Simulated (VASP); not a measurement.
CoBr:

```xyz
2
Lattice="3.4980 0.0000 0.0000 -1.7490 3.0293 0.0000 0.0000 0.0000 4.5020" Properties=species:S:1:pos:R:3 pbc="T T T"
Co    0.0000    0.0000    0.0000
Br    0.0000    0.0000    2.2510
```

| Item | Value |
| --- | --- |
| Program | VASP 6.6.1 |
| Task | relaxation of cell and atoms |
| Functional | PBEsol |
| Potentials or basis | VASP PAW PBE potentials, release 64 (Co, Br) |
| Cutoff | 600 eV |
| k mesh | 9 × 9 × 6 |
| Occupations | fermi-dirac, width 0.1 eV |
| Spin | collinear spin, ferromagnetic start |
| Starting moments | [2.5, 0.0] μB |

At the start: pressure -3.0 GPa; volume 23.85 Å³/atom.

Where does the relaxation end?

Over 7 steps the energy falls by 21.1 meV/atom and the volume is 21.28 Å³/atom (-10.8 %); space group P6/mmm (No. 191, to 0.1 Å) before and after; moment 2.04 μB per cell.

Step by step:
| step | energy change (eV) | largest force (eV/Å) | pressure (GPa) | volume (Å³) |
| --- | --- | --- | --- | --- |
| 1 | 0.0000 | 0.0000 | -3.02 | 47.71 |
| 2 | -0.0031 | 0.0000 | 1.87 | 44.66 |
| 3 | -0.0207 | 0.0000 | -0.65 | 46.07 |
| 4 | -0.0311 | 0.0000 | -0.54 | 45.03 |
| 5 | -0.0389 | 0.0000 | -0.30 | 43.88 |
| 6 | -0.0401 | 0.0000 | 0.27 | 41.63 |
| 7 | -0.0422 | 0.0000 | 0.08 | 42.56 |

Final structure:
```cif
data_structure
_symmetry_space_group_name_H-M 'P 1'
_symmetry_Int_Tables_number 1
_cell_length_a 3.3288
_cell_length_b 3.3288
_cell_length_c 4.4351
_cell_angle_alpha 90.000
_cell_angle_beta 90.000
_cell_angle_gamma 120.000
_cell_volume 42.56
loop_
_atom_site_label
_atom_site_type_symbol
_atom_site_fract_x
_atom_site_fract_y
_atom_site_fract_z
_atom_site_occupancy
Co1 Co 0.00000 0.00000 0.00000 1
Br1 Br 0.00000 0.00000 0.50000 1
```

Caveat: the PAW data sets were made with another functional, which shifts forces and pressure a little.
